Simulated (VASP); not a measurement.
# WS2 (C2/m) in VASP: notebook

The runs below take WS2 through single point, with PBE.

Everything below comes from runs of VASP 6.6.1. Logs are shortened: lines on timing, memory, paths and dates and some standing lists are left out, and cuts for length are marked.

### Step 1. The cell of the first run

Symmetry: C2/m, No. 12, monoclinic system. The conventional cell has a = 6.404 Å, b = 3.926 Å, c = 4.516 Å, α = 90.00°, β = 90.04°, γ = 90.00°. W (site symmetry 2/m) has 6 S at 2.39 to 2.65 Å within 3.2 Å. Within 3.2 Å of S (site symmetry m) lie 3 W at 2.39 to 2.65 Å and 3 S at 2.85 to 3.07 Å.

### Step 2. Single point, PBE (volume scaled by 1.04)

File INCAR:

```
SYSTEM = WS2
  PREC = Accurate
  ENCUT = 520
  EDIFF = 1E-6
  ISMEAR = -1
  SIGMA = 0.05
  LREAL = .False.
  LASPH = .True.
  NELM = 60
  ALGO = Normal
  ISIF = 2
  LWAVE = .False.
  LCHARG = .False.
  GGA = PE
  NBANDS = 20
```

File KPOINTS:

```
regular mesh
0
Gamma
  8 8 6
  0 0 0
```

File POSCAR:

```
WS2
1.0
    3.2021758976     -1.9629975202      0.0000000000
    3.2021758976      1.9629975202      0.0000000000
   -0.0031525772      0.0000000000      4.5157395165
W S
1 2
Direct
    0.0000000000      0.0000000000      0.0000000000
    0.6879000000      0.6879000000      0.2889000000
    0.3121000000      0.3121000000      0.7111000000
```

Potentials or basis: VASP PAW PBE potentials, release 64 (W_sv, S).

Command:

```console
$ cat potpaw_PBE.64/W_sv/POTCAR potpaw_PBE.64/S/POTCAR > POTCAR
$ mpirun -np 1 vasp_std > vasp.out
```

OUTCAR:

```text
SYSTEM = WS2
   PREC = Accurate
   ENCUT = 520
   EDIFF = 1E-6
   ISMEAR = -1
   LREAL = .False.
   LASPH = .True.
   NELM = 60
   ISIF = 2
   GGA = PE

 ion  position               nearest neighbor table
   1  0.000  0.000  0.000-   2 2.39   3 2.39   2 2.65   2 2.65   3 2.65   3 2.65
   2  0.688  0.688  0.289-   1 2.39   1 2.65   1 2.65
   3  0.312  0.312  0.711-   1 2.39   1 2.65   1 2.65

  LATTYP: Found a base centered monoclinic cell.
 ALAT       =     6.4043517952
 B/A-ratio  =     0.6130198912
 C/A-ratio  =     0.7051050225
 COS(beta)  =    -0.0006981307

  Lattice vectors:

 A1 = (   3.2021758976,  -1.9629975202,   0.0000000000)
 A2 = (   3.2021758976,   1.9629975202,   0.0000000000)
 A3 = (  -0.0031525772,   0.0000000000,   4.5157395165)

Analysis of symmetry for initial positions (statically):
=====================================================================
 Subroutine PRICEL returns:
 Original cell was already a primitive cell.

 Routine SETGRP: Setting up the symmetry group for a
 base centered monoclinic supercell.

 Subroutine GETGRP returns: Found  4 space group operations
 (whereof  4 operations were pure point group operations)
 out of a pool of  4 trial point group operations.

The static configuration has the point symmetry C_2h.

Analysis of symmetry for dynamics (positions and initial velocities):
=====================================================================
 Subroutine PRICEL returns:
 Original cell was already a primitive cell.

 Routine SETGRP: Setting up the symmetry group for a
 base centered monoclinic supercell.

 Subroutine GETGRP returns: Found  4 space group operations
 (whereof  4 operations were pure point group operations)
 out of a pool of  4 trial point group operations.

The dynamic configuration has the point symmetry C_2h.

 Subroutine INISYM returns: Found  4 space group operations
 (whereof  4 operations are pure point group operations),
 and found     1 'primitive' translations

----------------------------------------------------------------------------------------

                                     Primitive cell

  volume of cell :      56.7706

  direct lattice vectors                    reciprocal lattice vectors
     3.202175898 -1.962997520  0.000000000     0.156143827 -0.254712497  0.000109009
     3.202175898  1.962997520  0.000000000     0.156143827  0.254712497  0.000109009
    -0.003152577  0.000000000  4.515739517     0.000000000  0.000000000  0.221447671

  length of vectors
     3.755967218  3.755967218  4.515740617     0.298763055  0.298763055  0.221447671

  position of ions in fractional coordinates (direct lattice)
     0.000000000  0.000000000  0.000000000
     0.687900000  0.687900000  0.288900000
     0.312100000  0.312100000  0.711100000

  ion indices of the primitive-cell ions
   primitive index   ion index
                 1           1
                 2           2
                 3           3

----------------------------------------------------------------------------------------

 KPOINTS: regular mesh

Automatic generation of k-mesh.
 Grid dimensions read from file:
 generate k-points for:    8    8    6

 Generating k-lattice:

  Cartesian coordinates                     Fractional coordinates (reciprocal lattice)
     0.019517978 -0.031839062  0.000013626     0.125000000  0.000000000  0.000000000
     0.019517978  0.031839062  0.000013626     0.000000000  0.125000000  0.000000000
     0.000000000  0.000000000  0.036907945     0.000000000  0.000000000  0.166666667

  Length of vectors
     0.037345382  0.037345382  0.036907945

  Shift w.r.t. Gamma in fractional coordinates (k-lattice)
     0.000000000  0.000000000  0.000000000

 Subroutine IBZKPT returns following result:
 ===========================================

 Found    114 irreducible k-points:

 Following reciprocal coordinates:
            Coordinates               Weight
  0.000000  0.000000  0.000000      1.000000
  0.125000  0.000000 -0.000000      4.000000
  0.250000  0.000000 -0.000000      4.000000
  0.375000  0.000000 -0.000000      4.000000
  0.500000  0.000000 -0.000000      2.000000
  0.125000  0.125000 -0.000000      2.000000
[... 16 lines left out ...]
  0.125000  0.000000  0.166667      4.000000
  0.250000  0.000000  0.166667      4.000000
 [... further k-points ...]
   k-points           NKPTS =    114   k-points in BZ     NKDIM =    114   number of bands    NBANDS=     20
   number of dos      NEDOS =    301   number of ions     NIONS =      3
   total plane-waves  NPLWV =  28224
   dimension x,y,z NGX =    28 NGY =   28 NGZ =   36
   dimension x,y,z NGXF=    56 NGYF=   56 NGZF=   72
   ions per type =               1   2
   NGX,Y,Z   is equivalent  to a cutoff of  12.39, 12.39, 13.25 a.u.
   NGXF,Y,Z  is equivalent  to a cutoff of  24.79, 24.79, 26.51 a.u.
 SYSTEM =  WS2
   PREC   = accura    normal or accurate (medium, high low for compatibility)
   ISTART =      0    job   : 0-new  1-cont  2-samecut
   ICHARG =      2    charge: 1-file 2-atom 10-const
   ISPIN  =      1    spin polarized calculation?
   LNONCOLLINEAR =      F non collinear calculations
   LSORBIT =      F    spin-orbit coupling
   LASPH  =      T    aspherical Exc in radial PAW
   ENCUT  =  520.0 eV  38.22 Ry    6.18 a.u.   6.98  6.98  8.40*2*pi/ulx,y,z
   NELM   =     60;   NELMIN=  2; NELMDL= -5     # of ELM steps
   EDIFF  = 0.1E-05   stopping-criterion for ELM
   LREAL  =      F    real-space projection
   EDIFFG = 0.1E-04   stopping-criterion for IOM
   NSW    =      0    number of steps for IOM
   IBRION =     -1    ionic relax: 0-MD 1-quasi-New 2-CG
   NFREE  =      0    steps in history (QN), initial steepest desc. (CG)
   ISIF   =      2    stress and relaxation
   ISYM   =      2    0-nonsym 1-usesym 2-fastsym
   POTIM  = 0.5000    time-step for ionic-motion
   TEBEG  =    0.0;   TEEND  =   0.0 temperature during run
   PSTRESS=    0.0 pullay stress
   NELECT =      26.0000    total number of electrons
   NUPDOWN=      -1.0000    fix difference up-down
   EMIN   =  10.00;   EMAX   =-10.00  energy-range for DOS
   EFERMI =   0.00;   METHOD = LEGACY
   ISMEAR =    -1;   SIGMA  =   0.05  broadening in eV -4-tet -1-fermi 0-gaus
   EFERMI_NEDOS =   21; number of points for ismear=-14 and -15
   IALGO  =     38    algorithm
   IMIX   =      4    mixing-type and parameters
     AMIX     =   0.40;   BMIX     =  1.00
     AMIX_MAG =   1.60;   BMIX_MAG =  1.00
  volume/ion in A,a.u.               =      18.92       127.70
  Fermi-wavevector in a.u.,A,eV,Ry     =   1.261899  2.384644 21.665777  1.592390
  Thomas-Fermi vector in A             =   2.395335
   LORBIT       =      0    0 simple, 1 ext, 2 COOP (PROOUT), +10 PAW based schemes
   GGA     = PE    functional components
   LHFCALC =     F    Hartree Fock is set to
   AEXX    =    0.0000 exact exchange contribution
   IVDW    =     0    specifies the selected vdW correction
   LEPSILON=     F    determine dielectric tensor
   LRPA    =     F    only Hartree local field effects (RPA)
 non-spin polarized calculation
  energy-cutoff  :      520.00
  volume of cell :       56.77
 maximum number of plane-waves:      1548
   NGX = 13   NGY = 13   NGZ = 17

 number of electron      25.9999999 magnetization

 Free energy of the ion-electron system (eV)
  ---------------------------------------------------
  ext. energy  EPLUGINS =         0.00000000
  ---------------------------------------------------
  free energy    TOTEN  =       -20.64645510 eV

  energy without entropy =      -20.62934876  energy(sigma->0) =      -20.63790193

 E-fermi :   6.8135     XC(G=0): -10.8819

 val. band max:        6.8079071441   @ k =  -0.1250  -0.1250   0.1667
 cond. band min:       6.8189463589   @ k =  -0.2500   0.3750   0.3333
 fundamental gap:      0.0110392148
 Fermi energy:         6.8135388917

 k-point     1 :       0.0000    0.0000    0.0000
  band No.  band energies     occupation
      1     -68.1673      2.00000
      2     -32.4131      2.00000
      3     -32.3126      2.00000
      4     -32.1258      2.00000
      5      -8.0884      2.00000
      6      -4.7502      2.00000
[... 12 lines left out ...]
     19      11.9699      0.00000
     20      13.4065      0.00000

 k-point     2 :       0.1250    0.0000   -0.0000
  band No.  band energies     occupation
      1     -68.1672      2.00000
      2     -32.4167      2.00000
      3     -32.3166      2.00000
      4     -32.1250      2.00000
      5      -7.9355      2.00000
      6      -4.8857      2.00000
[... 12 lines left out ...]
     19      12.3935      0.00000
     20      13.5853      0.00000

 k-point     3 :       0.2500    0.0000   -0.0000
  band No.  band energies     occupation
      1     -68.1668      2.00000
      2     -32.4262      2.00000
      3     -32.3256      2.00000
      4     -32.1229      2.00000
      5      -7.5095      2.00000
      6      -5.2334      2.00000
[... 12 lines left out ...]
     19      13.5228      0.00000
     20      13.8449      0.00000

 k-point     4 :       0.3750    0.0000   -0.0000
  band No.  band energies     occupation
      1     -68.1665      2.00000
      2     -32.4365      2.00000
      3     -32.3337      2.00000
      4     -32.1208      2.00000
      5      -6.9073      2.00000
      6      -5.7035      2.00000
[... 12 lines left out ...]
     19      13.9768      0.00000
     20      14.8314      0.00000

 k-point     5 :       0.5000    0.0000   -0.0000
  band No.  band energies     occupation
      1     -68.1664      2.00000
      2     -32.4410      2.00000
      3     -32.3368      2.00000
      4     -32.1199      2.00000
      5      -6.2750      2.00000
      6      -6.2638      2.00000
[... 12 lines left out ...]
     19      14.2699      0.00000
     20      14.7413      0.00000
[... 353 lines left out ...]
      6      -5.7138      2.00000
[... 12 lines left out ...]
     19      13.2768      0.00000
     20      13.6977      0.00000

 k-point    22 :       0.0000    0.0000    0.1667
  band No.  band energies     occupation
      1     -68.1673      2.00000
      2     -32.4131      2.00000
      3     -32.3126      2.00000
      4     -32.1265      2.00000
      5      -7.9320      2.00000
      6      -5.1118      2.00000
[... 12 lines left out ...]
     19      12.6598      0.00000
     20      13.6729      0.00000

 k-point    23 :       0.1250    0.0000    0.1667
  band No.  band energies     occupation
      1     -68.1672      2.00000
      2     -32.4167      2.00000
      3     -32.3166      2.00000
      4     -32.1256      2.00000
      5      -7.8029      2.00000
      6      -5.1462      2.00000
[... 12 lines left out ...]
     19      12.5988      0.00000
     20      13.3933      0.00000

 k-point    24 :       0.2500    0.0000    0.1667
  band No.  band energies     occupation
      1     -68.1668      2.00000
      2     -32.4261      2.00000
      3     -32.3255      2.00000
      4     -32.1235      2.00000
      5      -7.4339      2.00000
      6      -5.2926      2.00000
[... 12 lines left out ...]
     19      12.5342      0.00000
     20      14.2720      0.00000

 [... further k-points ...]
[... 5 lines left out ...]
  --------------------------------------------------------------------------------------
  -------------------------------------------------------------------------------------
  Total       -5.6364189     -7.6373441      3.1019098      0.0000000      0.0000000     -2.4187217
  in kB     -159.0706402   -215.5406202     87.5418931      0.0000000      0.0000000    -68.2610027
  external PRESSURE =     -95.6897891 kB  Pullay stress =       0.0000000 kB

 VOLUME and BASIS-vectors are now :
 -----------------------------------------------------------------------------
  energy-cutoff  :      520.00
  volume of cell :       56.77
      direct lattice vectors                 reciprocal lattice vectors
     3.202175898 -1.962997520  0.000000000     0.156143827 -0.254712497  0.000109009
     3.202175898  1.962997520  0.000000000     0.156143827  0.254712497  0.000109009
    -0.003152577  0.000000000  4.515739517     0.000000000  0.000000000  0.221447671

 POSITION                                       TOTAL-FORCE (eV/Angst)
 -----------------------------------------------------------------------------------
      0.00000      0.00000      0.00000        -0.000000      0.000000      0.000000
      4.40464      0.00000      1.30460        -1.045863      0.000000     -1.120411
      1.99656      0.00000      3.21114         1.045863      0.000000      1.120411
 -----------------------------------------------------------------------------------
    total drift:                               -0.000000      0.000000      0.000000

  FREE ENERGIE OF THE ION-ELECTRON SYSTEM (eV)
  ---------------------------------------------------
  free  energy   TOTEN  =       -20.6464550981 eV

  energy  without entropy=      -20.6293487565  energy(sigma->0) =      -20.63790193
```

Wall time 98 s (1 thread of Intel Xeon 6975P-C, shared host); peak memory 0.26 GiB.

Results:

| Item | Value |
| --- | --- |
| Free energy | -20.6465 eV |
| Pressure | -9.6 GPa |
| Largest force | 1.533 eV/Å |
| Band gap on the k mesh | zero (band 13 reaches 7.01 eV, above the bottom of band 14 at 6.07 eV) |

Forces on the atoms (eV/Å):
```
W    0.000  0.000  0.000
S   -1.046  0.000 -1.120
S    1.046  0.000  1.120
```

Caveat: spin-orbit coupling is left out, which moves the levels of the heavy elements; forces of over 1 eV/Å act on the atoms, so gaps and moduli don't describe the material at rest.

### Step 3. Single point, PBE (volume scaled by 1.06)

File INCAR:

```
SYSTEM = WS2
ALGO = Normal ; EDIFF = 1E-7
ENCUT = 520 ; GGA = PE
ISIF = 2 ; ISMEAR = -1
LASPH = .True. ; LCHARG = .False.
LREAL = .False. ; LWAVE = .False.
NBANDS = 20 ; NELM = 80
PREC = Accurate ; SIGMA = 0.05
```

File KPOINTS:

```
k-points
0
Gamma
  8 8 6
  0 0 0
```

File POSCAR:

```
WS2
1.0
    3.2225724724     -1.9755010262      0.0000000000
    3.2225724724      1.9755010262      0.0000000000
   -0.0031726578      0.0000000000      4.5445029641
W S
1 2
Direct
    0.0000000000      0.0000000000      0.0000000000
    0.6879000000      0.6879000000      0.2889000000
    0.3121000000      0.3121000000      0.7111000000
```

Potentials or basis: VASP PAW PBE potentials, release 64 (W_sv, S).

Command:

```console
$ cat potpaw_PBE.64/W_sv/POTCAR potpaw_PBE.64/S/POTCAR > POTCAR
$ mpirun -np 1 vasp_std > vasp.out
```

Run time: 1.8 min. Hardware: 1 thread of Intel Xeon 6975P-C, shared host; peak memory 0.26 GiB.

Results (log left out):

| Property | Result |
| --- | --- |
| Free energy | -20.5756 eV |
| Pressure | -11.3 GPa |
| Largest force | 1.575 eV/Å |
| Band gap on the k mesh | zero (band 13 reaches 6.78 eV, above the bottom of band 14 at 5.86 eV) |

Forces in eV/Å, atoms in the order of the input:
```
W    0.000  0.000  0.000
S   -0.939  0.000 -1.264
S    0.939  0.000  1.264
```

Stress tensor (GPa, compression positive):
```
-17.92   0.00  -6.02
  0.00 -22.50   0.00
 -6.02   0.00   6.49
```

Levels at points of the mesh, in eV from the Fermi level:
```tsv
k point	band 9	band 10	band 11	band 12	band 13	band 14	band 15	band 16	band 17	band 18
(0.00, 0.00, 0.00)	-4.74	-1.45	-0.86	-0.60	-0.55	0.16	0.39	1.85	2.66	3.67
(0.50, 0.00, 0.00)	-3.84	-3.60	-3.42	-2.69	-0.85	0.21	0.38	2.96	4.27	6.83
(0.50, 0.50, 0.00)	-3.72	-3.25	-2.90	-2.44	-1.28	0.12	0.22	3.67	3.94	5.92
(0.00, 0.00, 0.50)	-3.60	-2.82	-2.46	-1.87	-0.87	-0.72	0.24	3.98	4.19	5.68
(0.50, 0.00, 0.50)	-4.68	-2.34	-2.05	-0.55	-0.31	0.21	0.41	2.52	3.75	4.67
(0.50, 0.50, 0.50)	-4.58	-3.56	-2.29	-1.62	-0.24	0.19	0.43	2.32	3.65	5.59
```

Caveat: spin-orbit coupling is left out, which moves the levels of the heavy elements; forces of over 1 eV/Å act on the atoms, so gaps and moduli don't describe the material at rest.

### Step 4. Single point, PBE (volume scaled by 0.94)

File INCAR:

```
PREC     = Accurate       # precision mode
ENCUT    = 520            # plane-wave cutoff, eV
EDIFF    = 1E-6           # SCF threshold, eV
ISMEAR   = -1             # smearing method
SIGMA    = 0.05           # smearing width, eV
LREAL    = False          # projectors in reciprocal space
LASPH    = True           # aspherical terms in the spheres
NELM     = 100            # most SCF steps
ALGO     = Normal         # electronic algorithm
ISIF     = 2              # what is computed and relaxed
LWAVE    = False          # write WAVECAR
LCHARG   = False          # write CHGCAR
GGA      = PE             # functional
NBANDS   = 20             # bands
```

File KPOINTS:

```
regular mesh
0
Gamma
  8 8 6
```

File POSCAR:

```
WS2
1.0
    3.0960646618     -1.8979492220      0.0000000000
    3.0960646618      1.8979492220      0.0000000000
   -0.0030481095      0.0000000000      4.3661004224
W S
1 2
Direct
    0.0000000000      0.0000000000      0.0000000000
    0.6879000000      0.6879000000      0.2889000000
    0.3121000000      0.3121000000      0.7111000000
```

Command:

```console
$ cat potpaw_PBE.64/W_sv/POTCAR potpaw_PBE.64/S/POTCAR > POTCAR
$ mpirun -np 1 vasp_std > vasp.out
```

Wall time 88 s (1 thread of Intel Xeon 6975P-C, shared host); peak memory 0.24 GiB.

Results (log left out):

| Property | Result |
| --- | --- |
| Free energy | -20.7793 eV |
| Pressure | 2.8 GPa |
| Largest force | 1.699 eV/Å |
| Band gap on the k mesh | zero (band 13 reaches 8.31 eV, above the bottom of band 14 at 7.18 eV) |

Forces in eV/Å, atoms in the order of the input:
```
W    0.000  0.000  0.000
S   -1.689  0.000 -0.186
S    1.689  0.000  0.186
```

Stress tensor (GPa, compression positive):
```
 -1.50   0.00 -12.07
  0.00 -14.12   0.00
-12.07   0.00  24.04
```

Levels at points of the mesh, in eV from the Fermi level:
```csv
k point,band 11,band 12,band 13,band 14,band 15,band 16
"(0.00, 0.00, 0.00)",-0.87,-0.76,-0.69,0.36,0.57,1.99
"(0.50, 0.00, 0.00)",-3.76,-2.91,-1.01,0.27,0.50,3.66
"(0.50, 0.50, 0.00)",-3.29,-2.55,-1.55,0.15,0.28,4.42
"(0.00, 0.00, 0.50)",-2.75,-1.97,-1.12,-0.91,0.35,4.78
"(0.50, 0.00, 0.50)",-2.13,-0.46,-0.37,0.27,0.53,2.89
"(0.50, 0.50, 0.50)",-2.48,-1.71,-0.27,0.23,0.56,2.67
```

Caveat: spin-orbit coupling is left out, which moves the levels of the heavy elements; forces of over 1 eV/Å act on the atoms, so gaps and moduli don't describe the material at rest.

[end of part 1 of 2]
